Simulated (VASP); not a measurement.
Write the native input for VASP 6.6.1 that does the following.

```
Task                   : single point
Functional             : PBEsol
Potentials or basis    : VASP PAW PBE potentials, release 64 (B, P)
Cutoff                 : 520 eV
k mesh                 : 10 × 10 × 10
Occupations            : gaussian, width 0.02 eV
Spin                   : no spin polarisation
Dipole correction      : no
Further INCAR settings : ALGO = Normal; EDIFF = 1e-07; NBANDS = 11
```

The structure of BP lies in POSCAR:

```
BP
1.0
    0.0000000000      2.2692141801      2.2692141801
    2.2692141801      0.0000000000      2.2692141801
    2.2692141801      2.2692141801      0.0000000000
B P
1 1
Direct
    0.0000000000      0.0000000000      0.0000000000
    0.2500000000      0.2500000000      0.2500000000
```

These files were run (other wordings do the same):

INCAR

```
SYSTEM = BP
PREC = Accurate
ENCUT = 520
EDIFF = 1E-7
ISMEAR = 0
SIGMA = 0.02
LREAL = .FALSE.
LASPH = .TRUE.
NELM = 100
ALGO = Normal
ISIF = 2
LWAVE = .FALSE.
LCHARG = .FALSE.
GGA = PS
NBANDS = 11
```

KPOINTS

```
Automatic mesh
0
G
  10 10 10
  0 0 0
```

Potentials or basis: VASP PAW PBE potentials, release 64 (B, P).

Command:

```console
$ cat potpaw_PBE.64/B/POTCAR potpaw_PBE.64/P/POTCAR > POTCAR
$ mpirun -np 1 vasp_std > vasp.out
```

It gave:

The pressure is -1.9 GPa. The band gap on the k mesh is 1.13 eV, indirect (least direct gap 3.36 eV).

Caveat: the PAW data sets were made with another functional, which shifts forces and pressure a little.

Run time: 5.2 s on 1 thread of Intel(R) Xeon(R) Platinum 8488C (Sapphire Rapids), with other jobs on the host, peak memory 0.13 GiB.
